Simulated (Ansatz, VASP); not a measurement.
**One calculation of MgO, two programs**

```
Mg O
1.0
     2.10220    2.10220    0.00000
    -2.10220    2.10220    0.00000
     0.00000    0.00000    4.20440
Mg O
2 2
Cartesian
  0.0000 0.0000 0.0000
  0.0000 2.1022 2.1022
  0.0000 2.1022 0.0000
  0.0000 0.0000 2.1022
```

Alike in both runs: task single point; functional r2SCAN; k mesh 8 × 8 × 6; occupations gaussian, width 0.02 eV; no spin polarisation.

```csv
,VASP,Ansatz
version,VASP 6.6.1,Ansatz 0.2.0
potentials or method,"VASP PAW PBE potentials, release 64 (Mg, O), cutoff 520 eV","scalar-relativistic, plane waves, PAW"
valence electrons in the cell,16,32
```

```tsv
	VASP	Ansatz	Ansatz less VASP
gap on the k mesh at the Fermi level (eV)	5.66	5.68	+0.026
least direct gap on the mesh (eV)	5.66	5.68	+0.026
pressure (GPa)	-1.1	0.0	+1.15
```

VASP's potentials were made for PBE, not for r2SCAN. VASP's potentials hold 16 valence electrons a cell and Ansatz's 32, so a difference there can come from the potentials and not from the codes.
